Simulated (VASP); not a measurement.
Here is a VASP 6.6.1 calculation.

Contents of INCAR:

```
PREC = Accurate
ENCUT = 520
EDIFF = 1E-6
ISMEAR = -1
SIGMA = 0.1
LREAL = False
LASPH = True
NELM = 150
ALGO = Normal
ISIF = 2
LWAVE = False
LCHARG = False
ISPIN = 2
MAGMOM = 1.7 1.7
LORBIT = 11
LMAXMIX = 4
NBANDS = 20
```

Contents of KPOINTS:

```
regular mesh
0
Gamma
  21 21 12
```

File POSCAR:

```
Co
1.0
    2.4278832647      0.0000000000      0.0000000000
   -1.2139416323      2.1026085847      0.0000000000
    0.0000000000      0.0000000000      3.9184186014
Co
2
Direct
    0.3333333333      0.6666666667      0.2500000000
    0.6666666667      0.3333333333      0.7500000000
```

Potentials or basis: VASP PAW LDA potentials, release 64 (Co).

Launch:

```sh
$ cat potpaw_LDA.64/Co/POTCAR > POTCAR
$ mpirun -np 1 vasp_std > vasp.out
```

**Question.** What does it give for the site moments?

**Answer.** Co +1.43 μB.

**Question.** Estimate the net moment.

**Answer.** 2.86 μB per cell.

**Question.** Estimate the pressure.

**Answer.** -1.6 GPa.

Stress tensor (GPa, compression positive):
```
-1.43  0.00  0.00
 0.00 -1.43  0.00
 0.00  0.00 -1.84
```
